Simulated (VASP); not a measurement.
Set up this calculation in VASP 6.6.1, as the native input.

- Task: single point
- Functional: PBEsol
- Dispersion: D4
- Potentials or basis: VASP PAW PBE potentials, release 64 (Ba_sv, Ti_sv, O)
- Cutoff: 520 eV
- k mesh: 4 × 4 × 4
- Occupations: gaussian, width 0.01 eV
- Spin: no spin polarisation
- Dipole correction: no
- Further INCAR settings: ALGO = Normal; EDIFF = 1e-07; NBANDS = 28

The structure of BaTiO3 lies in POSCAR:

```
BaTiO3
1.0
    2.8526995905      1.5858380919      2.3624893416
   -2.7562608595      1.5843705460      2.2459142835
    0.0469415024     -3.2972561834      2.3936472380
Ba Ti O
1 1 3
Direct
    0.9816000000      0.0107500000      0.9878300000
    0.4848900000      0.4884100000      0.5081000000
    0.5041000000      0.4895800000      0.0208700000
    0.0283200000      0.5017200000      0.5090800000
    0.5217800000      0.0261100000      0.4997500000
```

One way to write it, as run:

INCAR

```
ALGO = Normal ; EDIFF = 1E-7
ENCUT = 520 ; GGA = PS
ISIF = 2 ; ISMEAR = 0
IVDW = 13 ; LASPH = True
LCHARG = False ; LREAL = False
LWAVE = False ; NBANDS = 28
NELM = 60 ; PREC = Accurate
SIGMA = 0.01
```

KPOINTS

```
k-points
0
Gamma
  4 4 4
```

Potentials or basis: VASP PAW PBE potentials, release 64 (Ba_sv, Ti_sv, O).

The run is started by

```console
$ cat potpaw_PBE.64/Ba_sv/POTCAR potpaw_PBE.64/Ti_sv/POTCAR potpaw_PBE.64/O/POTCAR > POTCAR
$ mpirun -np 1 vasp_std > vasp.out
```

Results of the run:

```
Pressure                   : 1.5 GPa
Largest force              : 1.343 eV/Å
Band gap on the k mesh     : 2.04 eV (least direct gap 2.33 eV)
Dispersion energy per atom : -0.125 eV
```

Caveat: the PAW data sets were made with another functional, which shifts forces and pressure a little; spin-orbit coupling is left out, which moves the levels of the heavy elements.

Run time: 120 s on 1 thread of Intel Xeon 8259CL, with other jobs on the host, peak memory 0.21 GiB.
